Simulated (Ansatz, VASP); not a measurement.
Two plane-wave programs on Bi2Te3

Contents of INCAR:

```
PREC = Accurate
ENCUT = 520
EDIFF = 1E-6
ISMEAR = 0
SIGMA = 0.01
LREAL = False
LASPH = True
NELM = 100
ALGO = Normal
ISIF = 2
LWAVE = False
LCHARG = True
GGA = PE
LELF = True
LVHAR = True
NBANDS = 32
```

File KPOINTS:

```
regular mesh
0
Gamma
  6 6 6
```

Contents of POSCAR:

```
Bi2Te3
1.0
    2.2430204040      1.2950084337     10.3975365989
   -2.2430204040      1.2950084337     10.3975365989
    0.0000000000     -2.5900168675     10.3975365989
Bi Te
2 3
Direct
    0.4000000000      0.4000000000      0.4000000000
    0.6000000000      0.6000000000      0.6000000000
    0.0000000000      0.0000000000      0.0000000000
    0.2095000000      0.2095000000      0.2095000000
    0.7905000000      0.7905000000      0.7905000000
```

Input for Ansatz:

```yaml
crystal:
  lattice:
    - [2.2430204040408896, 1.2950084337303895, 10.397536598945921]
    - [-2.2430204040408896, 1.2950084337303895, 10.397536598945921]
    - [0.0, -2.590016867460779, 10.397536598945921]
  atoms:
    - { symbol: Bi, position: [0.4, 0.4, 0.4] }
    - { symbol: Bi, position: [0.6, 0.6, 0.6] }
    - { symbol: Te, position: [0.0, 0.0, 0.0] }
    - { symbol: Te, position: [0.2095, 0.2095, 0.2095] }
    - { symbol: Te, position: [0.7905, 0.7905, 0.7905] }
basis:
  ecutwfc: 500.0
kpoints:
  mp_grid:
    grid: [6, 6, 6]
hamiltonian:
  xc: pbe
scf:
  occupations:
    method: fixed
output:
  stress: true
```

Alike in both runs: task single point; functional PBE; k mesh 6 × 6 × 6; no spin polarisation.

|  | VASP | Ansatz |
| --- | --- | --- |
| version | VASP 6.6.1 | Ansatz 0.2.0 |
| potentials or method | VASP PAW PBE potentials, release 64 (Bi_d, Te), cutoff 520 eV | plane waves, PAW |
| occupations | gaussian, width 0.01 eV | fixed |
| valence electrons in the cell | 48 | 78 |

|  | VASP | Ansatz | Ansatz less VASP |
| --- | --- | --- | --- |
| pressure (GPa) | -1.3 | -1.3 | +0.02 |
| traceless stress, the component that is largest in VASP (GPa) | -0.24 | -0.25 | -0.003 |

VASP's potentials hold 48 valence electrons a cell and Ansatz's 78, so a difference there can come from the potentials and not from the codes.

Spin-orbit coupling is off throughout.
